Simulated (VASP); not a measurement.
# TiO2 (Cm) in VASP: notebook

TiO2 is run at these levels: PBEsol; tasks: single point.

Program: VASP 6.6.1. These are calculated values, not measurements. Logs are shortened: lines on timing, memory, paths and dates and some standing lists are left out, and cuts for length are marked.

## (1) The cell of the first run

The structure is monoclinic, space group Cm (No. 8). The conventional cell has a = 6.493 Å, b = 6.493 Å, c = 2.939 Å, α = 90.00°, β = 90.00°, γ = 90.00°. Within 2.4 Å of Ti (site symmetry m) lie 6 O at 1.84 to 2.04 Å. Within 2.6 Å of Ti (site symmetry m) lie 6 O at 1.94 to 1.98 Å. O (site symmetry 1) has 3 Ti at 1.94 to 1.98 Å and 1 O at 2.54 Å within 2.6 Å. O (site symmetry m) has 3 Ti at 1.93 to 2.04 Å and 1 O at 2.54 Å within 2.6 Å. Within 2.4 Å of O (site symmetry m) lie 3 Ti at 1.84 to 1.98 Å.

## (2) Single point, PBEsol (atom 1 (Ti) moved -0.100 Å towards its neighbour atom 4 (O) at 1.942 Å)

File INCAR:

```
PREC = Accurate
ENCUT = 520
EDIFF = 1E-6
ISMEAR = 0
SIGMA = 0.05
LREAL = False
LASPH = True
NELM = 60
ALGO = Normal
ISIF = 2
LWAVE = False
LCHARG = False
GGA = PS
NBANDS = 33
```

File KPOINTS:

```
Automatic mesh
0
Gamma
  6 6 10
```

File POSCAR:

```
TiO2
1.0
    4.5912476203      0.0000000000      0.0000000000
    0.0000000000      4.5912476203      0.0000000000
    0.0000000000      0.0000000000      2.9389940195
Ti O
2 4
Direct
   -0.0100695628      0.0100695628      0.0257452908
    0.5000000000      0.5000000000      0.5000000000
    0.3044387440      0.3044387440      0.0000000000
    0.1955612560      0.8044387440      0.5000000000
    0.6955612560      0.6955612560      0.0000000000
    0.8044387440      0.1955612560      0.5000000000
```

Potentials or basis: VASP PAW PBE potentials, release 64 (Ti_sv, O).

The run is started by

```sh
$ cat potpaw_PBE.64/Ti_sv/POTCAR potpaw_PBE.64/O/POTCAR > POTCAR
$ mpirun -np 1 vasp_std > vasp.out
```

OUTCAR:

```text
PREC = Accurate
   ENCUT = 520
   EDIFF = 1E-6
   ISMEAR = 0
   LREAL = False
   LASPH = True
   NELM = 60
   ISIF = 2
   GGA = PS

 ion  position               nearest neighbor table
   1  0.990  0.010  0.026-   6 1.84   4 1.93   6 1.96   3 1.98   5 1.98   4 2.04
   2  0.500  0.500  0.500-   3 1.94   5 1.94   3 1.94   5 1.94   4 1.98   6 1.98
   3  0.304  0.304  0.000-   2 1.94   2 1.94   1 1.98
   4  0.196  0.804  0.500-   1 1.93   2 1.98   1 2.04
   5  0.696  0.696  0.000-   2 1.94   2 1.94   1 1.98
   6  0.804  0.196  0.500-   1 1.84   1 1.96   2 1.98

  LATTYP: Found a simple tetragonal cell.
 ALAT       =     4.5912476203
 C/A-ratio  =     0.6401297126

  Lattice vectors:

 A1 = (   4.5912476203,   0.0000000000,   0.0000000000)
 A2 = (   0.0000000000,   4.5912476203,   0.0000000000)
 A3 = (   0.0000000000,   0.0000000000,   2.9389940195)

Analysis of symmetry for initial positions (statically):
=====================================================================
 Subroutine PRICEL returns:
 Original cell was already a primitive cell.

 Routine SETGRP: Setting up the symmetry group for a
 simple tetragonal supercell.

 Subroutine GETGRP returns: Found  2 space group operations
 (whereof  2 operations were pure point group operations)
 out of a pool of 16 trial point group operations.

The static configuration has the point symmetry C_1h.

Analysis of symmetry for dynamics (positions and initial velocities):
=====================================================================
 Subroutine PRICEL returns:
 Original cell was already a primitive cell.

 Routine SETGRP: Setting up the symmetry group for a
 simple tetragonal supercell.

 Subroutine GETGRP returns: Found  2 space group operations
 (whereof  2 operations were pure point group operations)
 out of a pool of 16 trial point group operations.

The dynamic configuration has the point symmetry C_1h.

 Subroutine INISYM returns: Found  2 space group operations
 (whereof  2 operations are pure point group operations),
 and found     1 'primitive' translations

----------------------------------------------------------------------------------------

                                     Primitive cell

  volume of cell :      61.9527

  direct lattice vectors                    reciprocal lattice vectors
     4.591247620  0.000000000  0.000000000     0.217805721  0.000000000  0.000000000
     0.000000000  4.591247620  0.000000000     0.000000000  0.217805721  0.000000000
     0.000000000  0.000000000  2.938994019     0.000000000  0.000000000  0.340252479

  length of vectors
     4.591247620  4.591247620  2.938994019     0.217805721  0.217805721  0.340252479

  position of ions in fractional coordinates (direct lattice)
     0.989930437  0.010069563  0.025745291
     0.500000000  0.500000000  0.500000000
     0.304438744  0.304438744  0.000000000
     0.195561256  0.804438744  0.500000000
     0.695561256  0.695561256  0.000000000
     0.804438744  0.195561256  0.500000000

  ion indices of the primitive-cell ions
   primitive index   ion index
                 1           1
                 2           2
                 3           3
                 4           4
                 5           5
                 6           6

----------------------------------------------------------------------------------------

 KPOINTS: Automatic mesh

Automatic generation of k-mesh.
 Grid dimensions read from file:
 generate k-points for:    6    6   10

 Generating k-lattice:

  Cartesian coordinates                     Fractional coordinates (reciprocal lattice)
     0.036300954  0.000000000  0.000000000     0.166666667  0.000000000  0.000000000
     0.000000000  0.036300954  0.000000000     0.000000000  0.166666667  0.000000000
     0.000000000  0.000000000  0.034025248     0.000000000  0.000000000  0.100000000

  Length of vectors
     0.036300954  0.036300954  0.034025248

  Shift w.r.t. Gamma in fractional coordinates (k-lattice)
     0.000000000  0.000000000  0.000000000

 Subroutine IBZKPT returns following result:
 ===========================================

 Found    110 irreducible k-points:

 Following reciprocal coordinates:
            Coordinates               Weight
  0.000000  0.000000  0.000000      1.000000
  0.166667  0.000000  0.000000      4.000000
  0.333333  0.000000  0.000000      4.000000
  0.500000  0.000000  0.000000      2.000000
  0.166667  0.166667  0.000000      2.000000
 -0.166667  0.166667  0.000000      2.000000
[... 16 lines left out ...]
  0.333333  0.166667  0.100000      4.000000
 -0.166667  0.333333  0.100000      4.000000
 [... further k-points ...]
   k-points           NKPTS =    110   k-points in BZ     NKDIM =    110   number of bands    NBANDS=     33
   number of dos      NEDOS =    301   number of ions     NIONS =      6
   total plane-waves  NPLWV =  31104
   dimension x,y,z NGX =    36 NGY =   36 NGZ =   24
   dimension x,y,z NGXF=    72 NGYF=   72 NGZF=   48
   ions per type =               2   4
   NGX,Y,Z   is equivalent  to a cutoff of  13.04, 13.04, 13.58 a.u.
   NGXF,Y,Z  is equivalent  to a cutoff of  26.07, 26.07, 27.15 a.u.
 SYSTEM =  unknown system
   PREC   = accura    normal or accurate (medium, high low for compatibility)
   ISTART =      0    job   : 0-new  1-cont  2-samecut
   ICHARG =      2    charge: 1-file 2-atom 10-const
   ISPIN  =      1    spin polarized calculation?
   LNONCOLLINEAR =      F non collinear calculations
   LSORBIT =      F    spin-orbit coupling
   LASPH  =      T    aspherical Exc in radial PAW
   ENCUT  =  520.0 eV  38.22 Ry    6.18 a.u.   8.54  8.54  5.46*2*pi/ulx,y,z
   NELM   =     60;   NELMIN=  2; NELMDL= -5     # of ELM steps
   EDIFF  = 0.1E-05   stopping-criterion for ELM
   LREAL  =      F    real-space projection
   EDIFFG = 0.1E-04   stopping-criterion for IOM
   NSW    =      0    number of steps for IOM
   IBRION =     -1    ionic relax: 0-MD 1-quasi-New 2-CG
   NFREE  =      0    steps in history (QN), initial steepest desc. (CG)
   ISIF   =      2    stress and relaxation
   ISYM   =      2    0-nonsym 1-usesym 2-fastsym
   POTIM  = 0.5000    time-step for ionic-motion
   TEBEG  =    0.0;   TEEND  =   0.0 temperature during run
   PSTRESS=    0.0 pullay stress
   NELECT =      48.0000    total number of electrons
   NUPDOWN=      -1.0000    fix difference up-down
   EMIN   =  10.00;   EMAX   =-10.00  energy-range for DOS
   EFERMI =   0.00;   METHOD = LEGACY
   ISMEAR =     0;   SIGMA  =   0.05  broadening in eV -4-tet -1-fermi 0-gaus
   EFERMI_NEDOS =   21; number of points for ismear=-14 and -15
   IALGO  =     38    algorithm
   IMIX   =      4    mixing-type and parameters
     AMIX     =   0.40;   BMIX     =  1.00
     AMIX_MAG =   1.60;   BMIX_MAG =  1.00
  volume/ion in A,a.u.               =      10.33        69.68
  Fermi-wavevector in a.u.,A,eV,Ry     =   1.503610  2.841411 30.760636  2.260843
  Thomas-Fermi vector in A             =   2.614698
   LORBIT       =      0    0 simple, 1 ext, 2 COOP (PROOUT), +10 PAW based schemes
   GGA     = PS    functional components
   LHFCALC =     F    Hartree Fock is set to
   AEXX    =    0.0000 exact exchange contribution
   IVDW    =     0    specifies the selected vdW correction
   LEPSILON=     F    determine dielectric tensor
   LRPA    =     F    only Hartree local field effects (RPA)
 non-spin polarized calculation
 Gauss-broadening in eV      SIGMA  =   0.05
  energy-cutoff  :      520.00
  volume of cell :       61.95
 maximum number of plane-waves:      1696
 NGX is ok and might be reduce to    36
   NGX = 17   NGY = 17   NGZ = 11

 number of electron      48.0000016 magnetization

 Free energy of the ion-electron system (eV)
  ---------------------------------------------------
  ext. energy  EPLUGINS =         0.00000000
  ---------------------------------------------------
  free energy    TOTEN  =       -56.04619325 eV

  energy without entropy =      -56.04619325  energy(sigma->0) =      -56.04619325

 E-fermi :   5.2008     XC(G=0): -11.7402

 val. band max:        4.8674038550   @ k =   0.0000   0.0000   0.0000
 cond. band min:       6.6920555006   @ k =   0.5000   0.0000   0.5000
 fundamental gap:      1.8246516456
 Fermi energy:         5.2007664445

 k-point     1 :       0.0000    0.0000    0.0000
  band No.  band energies     occupation
      1     -51.8117      2.00000
      2     -51.7722      2.00000
      3     -28.2397      2.00000
      4     -28.2380      2.00000
      5     -28.0665      2.00000
      6     -28.0485      2.00000
[... 25 lines left out ...]
     32      11.5208      0.00000
     33      11.5635      0.00000

 k-point     2 :       0.1667    0.0000    0.0000
  band No.  band energies     occupation
      1     -51.8111      2.00000
      2     -51.7727      2.00000
      3     -28.2302      2.00000
      4     -28.2286      2.00000
      5     -28.0777      2.00000
      6     -28.0585      2.00000
[... 25 lines left out ...]
     32      11.4239      0.00000
     33      11.4891      0.00000

 k-point     3 :       0.3333    0.0000    0.0000
  band No.  band energies     occupation
      1     -51.8100      2.00000
      2     -51.7739      2.00000
      3     -28.2079      2.00000
      4     -28.2024      2.00000
      5     -28.1068      2.00000
      6     -28.0826      2.00000
[... 25 lines left out ...]
     32      11.2091      0.00000
     33      11.3318      0.00000

 k-point     4 :       0.5000    0.0000    0.0000
  band No.  band energies     occupation
      1     -51.8093      2.00000
      2     -51.7744      2.00000
      3     -28.1926      2.00000
      4     -28.1793      2.00000
      5     -28.1312      2.00000
      6     -28.0987      2.00000
[... 25 lines left out ...]
     32      10.9025      0.00000
     33      11.2295      0.00000

 k-point     5 :       0.1667    0.1667    0.0000
  band No.  band energies     occupation
      1     -51.8107      2.00000
      2     -51.7731      2.00000
      3     -28.2432      2.00000
      4     -28.2051      2.00000
      5     -28.0843      2.00000
      6     -28.0644      2.00000
[... 604 lines left out ...]
 k-point    22 :       0.1667   -0.1667    0.1000
  band No.  band energies     occupation
      1     -51.8063      2.00000
      2     -51.7689      2.00000
      3     -28.2287      2.00000
      4     -28.1941      2.00000
      5     -28.1050      2.00000
      6     -28.0649      2.00000
[... 25 lines left out ...]
     32      11.0327      0.00000
     33      11.3611      0.00000

 k-point    23 :       0.3333    0.1667    0.1000
  band No.  band energies     occupation
      1     -51.8055      2.00000
      2     -51.7697      2.00000
      3     -28.2261      2.00000
      4     -28.1820      2.00000
      5     -28.1056      2.00000
      6     -28.0710      2.00000
[... 25 lines left out ...]
     32      10.8674      0.00000
     33      11.3061      0.00000

 k-point    24 :      -0.1667    0.3333    0.1000
  band No.  band energies     occupation
      1     -51.8055      2.00000
      2     -51.7697      2.00000
      3     -28.2225      2.00000
      4     -28.1744      2.00000
      5     -28.1283      2.00000
      6     -28.0674      2.00000
[... 25 lines left out ...]
     32      10.9208      0.00000
     33      11.2752      0.00000

 [... further k-points ...]
[... 5 lines left out ...]
  --------------------------------------------------------------------------------------
  -------------------------------------------------------------------------------------
  Total        0.3407039      0.3407039      0.8876368     -0.2100400      0.3831459     -0.3831452
  in kB        8.8110465      8.8110465     22.9554473     -5.4319075      9.9086528     -9.9086360
  external PRESSURE =      13.5258468 kB  Pullay stress =       0.0000000 kB

 VOLUME and BASIS-vectors are now :
 -----------------------------------------------------------------------------
  energy-cutoff  :      520.00
  volume of cell :       61.95
      direct lattice vectors                 reciprocal lattice vectors
     4.591247620  0.000000000  0.000000000     0.217805721  0.000000000  0.000000000
     0.000000000  4.591247620  0.000000000     0.000000000  0.217805721  0.000000000
     0.000000000  0.000000000  2.938994019     0.000000000  0.000000000  0.340252479

 POSITION                                       TOTAL-FORCE (eV/Angst)
 -----------------------------------------------------------------------------------
      4.54502      0.04623      0.07567         1.041734     -1.041734     -0.208151
      2.29562      2.29562      1.46950        -0.662651      0.662651      0.028114
      1.39775      1.39775      0.00000        -0.008000     -0.038037     -0.006585
      0.89787      3.69338      1.46950        -0.093577      0.093577     -0.110535
      3.19349      3.19349      0.00000         0.038037      0.008000     -0.006585
      3.69338      0.89787      1.46950        -0.315543      0.315543      0.303741
 -----------------------------------------------------------------------------------
    total drift:                               -0.000198      0.000198      0.000208

  FREE ENERGIE OF THE ION-ELECTRON SYSTEM (eV)
  ---------------------------------------------------
  free  energy   TOTEN  =       -56.0461932474 eV

  energy  without entropy=      -56.0461932474  energy(sigma->0) =      -56.04619325
```

It took 4.6 min on 1 thread of Intel Xeon 8259CL, shared host; peak memory 0.3 GiB.

What came out:

- Free energy: -56.0462 eV
- Pressure: 1.4 GPa
- Largest force: 1.488 eV/Å
- Band gap on the k mesh: 1.82 eV (least direct gap 1.85 eV)

Forces in eV/Å, atoms in the order of the input:
```
Ti   1.042 -1.042 -0.208
Ti  -0.663  0.663  0.028
O   -0.008 -0.038 -0.007
O   -0.094  0.094 -0.111
O    0.038  0.008 -0.007
O   -0.316  0.316  0.304
```

Caveat: the cell differs from its parent crystal (atom 1 (Ti) moved -0.100 Å towards its neighbour atom 4 (O) at 1.942 Å); the PAW data sets were made with another functional, which shifts forces and pressure a little. A k mesh can miss the band edges.

## (3) Single point, PBEsol (atom 1 (Ti) moved +0.050 Å towards its neighbour atom 4 (O) at 1.942 Å)

File INCAR:

```
SYSTEM = TiO2
  PREC = Accurate
  ENCUT = 520
  EDIFF = 1E-6
  ISMEAR = 0
  SIGMA = 0.05
  LREAL = .FALSE.
  LASPH = .TRUE.
  NELM = 100
  ALGO = Normal
  ISIF = 2
  LWAVE = .FALSE.
  LCHARG = .TRUE.
  GGA = PS
  LELF = .TRUE.
  LVHAR = .TRUE.
  NBANDS = 33
```

File KPOINTS:

```
regular mesh
0
G
  6 6 10
  0 0 0
```

Edit POSCAR of step 2 so:

```diff
@@ -8,3 +8,3 @@
 Direct
-   -0.0100695628      0.0100695628      0.0257452908
+    0.0050347814     -0.0050347814     -0.0128726454
     0.5000000000      0.5000000000      0.5000000000
```

Potentials or basis: VASP PAW PBE potentials, release 64 (Ti_sv, O).

The run is started by

```sh
$ cat potpaw_PBE.64/Ti_sv/POTCAR potpaw_PBE.64/O/POTCAR > POTCAR
$ mpirun -np 1 vasp_std > vasp.out
```

It took 4.5 min on 1 thread of Intel Xeon 8259CL, shared host; peak memory 0.3 GiB.

It converged, with:

```yaml
Free_energy: -56.0860 eV
Pressure: 0.8 GPa
Largest_force: 0.706 eV/Å
Band_gap_on_the_k_mesh: 1.84 eV
```

Forces in eV/Å, atoms in the order of the input:
```
Ti  -0.498  0.498  0.056
Ti   0.333 -0.333 -0.014
O   -0.027 -0.011  0.005
O    0.131 -0.131 -0.077
O    0.011  0.027  0.005
O    0.050 -0.050  0.026
```

Stress tensor (GPa, compression positive):
```
 0.64 -0.14 -0.25
-0.14  0.64  0.25
-0.25  0.25  1.21
```

Levels at points of the mesh, in eV from the valence-band top:
```csv
k point,band 21,band 22,band 23,band 24,band 25,band 26,band 27,band 28
"(0.00, 0.00, 0.00)",-0.71,-0.51,-0.48,0.00,1.84,2.12,2.41,2.50
"(0.50, 0.00, 0.00)",-1.67,-1.61,-0.87,-0.69,2.49,2.53,3.04,3.05
"(0.50, 0.50, 0.00)",-1.31,-1.31,-1.11,-1.10,1.86,1.89,2.52,2.53
"(0.00, 0.00, 0.50)",-2.50,-2.40,-1.47,-1.46,2.91,3.04,3.20,3.23
"(0.50, 0.00, 0.50)",-2.11,-2.10,-1.07,-1.07,1.87,1.88,3.24,3.25
"(0.50, 0.50, 0.50)",-1.39,-1.30,-0.70,-0.68,2.51,2.65,3.18,3.21
```

Caveat: the cell differs from its parent crystal (atom 1 (Ti) moved +0.050 Å towards its neighbour atom 4 (O) at 1.942 Å); the PAW data sets were made with another functional, which shifts forces and pressure a little. A k mesh can miss the band edges.
